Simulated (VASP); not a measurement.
A run of VASP 6.6.1 is set up as follows.

Contents of INCAR:

```
SYSTEM = BiTe
PREC = Accurate
ENCUT = 520
EDIFF = 1E-7
ISMEAR = 0
SIGMA = 0.1
LREAL = .FALSE.
LASPH = .TRUE.
NELM = 60
ALGO = Normal
ISIF = 2
LWAVE = .FALSE.
LCHARG = .FALSE.
GGA = PS
NBANDS = 29
```

The input KPOINTS:

```
Automatic mesh
0
G
  12 12 8
  0 0 0
```

File POSCAR:

```
BiTe
1.0
    3.1491965245      3.1491965245      0.0000000000
   -3.1491965245      3.1491965245      0.0000000000
    0.0000000000      0.0000000000      6.4518564329
Bi Te
2 2
Direct
    0.0000000000      0.0000000000      0.0000000000
    0.5000000000      0.5000000000      0.5000000000
    0.5000000000      0.5000000000      0.0000000000
    0.0000000000      0.0000000000      0.5000000000
```

Potentials or basis: VASP PAW PBE potentials, release 64 (Bi_d, Te).

Launch:

```bash
$ cat potpaw_PBE.64/Bi_d/POTCAR potpaw_PBE.64/Te/POTCAR > POTCAR
$ mpirun -np 1 vasp_std > vasp.out
```

Problem. Estimate the band gap on the k mesh.

Solution. Zero (bands 21 and 22 overlap by 3.37 eV).

Problem. Predict the pressure.

Solution. 1.3 GPa.

Stress tensor (GPa, compression positive):
```
 2.35  0.00  0.00
 0.00  2.35  0.00
 0.00  0.00 -0.85
```

Caveat: the cell differs from its parent crystal (biaxial strain in the a-b plane: -1.5 %); the PAW data sets were made with another functional, which shifts forces and pressure a little; spin-orbit coupling is left out, which moves the levels of the heavy elements.
